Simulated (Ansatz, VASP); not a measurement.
**Co: VASP beside Ansatz**

```
CELL_PARAMETERS angstrom
2.49327 0.00000 0.00000
-1.24663 2.15923 0.00000
0.00000 0.00000 4.03205
ATOMIC_POSITIONS crystal
Co 0.33333 0.66667 0.25000
Co 0.66667 0.33333 0.75000
```

Alike in both runs: functional PBE; k mesh 27 × 27 × 14; occupations gaussian, width 0.1 eV; collinear spin.

Ansatz relaxed the structure, and its values are those at the end. VASP's run is a single point on that final structure, the one shown.

|  | VASP | Ansatz |
| --- | --- | --- |
| version | VASP 6.6.1 | Ansatz 0.2.0 |
| potentials or method | VASP PAW PBE potentials, release 64 (Co), cutoff 520 eV | scalar-relativistic, plane waves, PAW |
| valence electrons in the cell | 18 | 34 |

Ansatz gave:

```
gap on the k mesh at the Fermi level (eV)                     : none
pressure (GPa)                                                : 0.0
net moment per atom (μB)                                      : 1.61
size of the moment on the site where the two differ most (μB) : 1.68
```

Question: Which values does VASP return?

Answer: gap on the k mesh at the Fermi level (eV): none; pressure (GPa): -0.7; net moment per atom (μB): 1.60; size of the moment on the site where the two differ most (μB): 1.62.

Site moments also hang on the region over which each program counts them. A gap of «none» marks a metal or a gap that the smearing closes. VASP's potentials hold 18 valence electrons a cell and Ansatz's 34, so a difference there can come from the potentials and not from the codes.
